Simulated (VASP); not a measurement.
Runs of VASP 6.6.1 on Te. The structure is that of space group P6/mmm (No. 191), or close to it. The cells are those of the table. 

```csv
task,cell,k mesh,cutoff (eV),gap on the mesh (eV),pressure (GPa),relaxed volume (Å³/atom)
single point,"a = 3.334, b = 3.334, c = 3.069 Å, angles 90.0, 90.0, 120.0°, 1 atom",21 × 21 × 18,520,none,0.0,-
relaxation of cell and atoms,"relaxed from a = 3.473, b = 3.473, c = 3.245 Å, angles 90.0, 90.0, 120.0°, 1 atom",6 × 6 × 6,600,none,0.0,29.22
relaxation of cell and atoms,"relaxed from a = 3.299, b = 3.299, c = 3.083 Å, angles 90.0, 90.0, 120.0°, 1 atom",21 × 21 × 18,600,none,0.0,29.53
single point,"a = 3.299, b = 3.299, c = 3.083 Å, angles 90.0, 90.0, 120.0°, 1 atom",6 × 6 × 6,520,none,(a),-
```

Alike in all rows: level PBEsol; potentials or basis VASP PAW PBE potentials, release 64 (Te); no spin polarisation; smearing gaussian 0.1 eV.

Question: Estimate the missing entries.

Answer: (a) 0.3.

Caveats: some runs use coarse meshes; the PAW data sets were made with another functional, which shifts forces and pressure a little; spin-orbit coupling is left out, which moves the levels of the heavy elements.

A k mesh can miss the band edges, and the runs leave out spin-orbit coupling on Te.

A gap of «none» marks levels without a gap at the run's occupations.
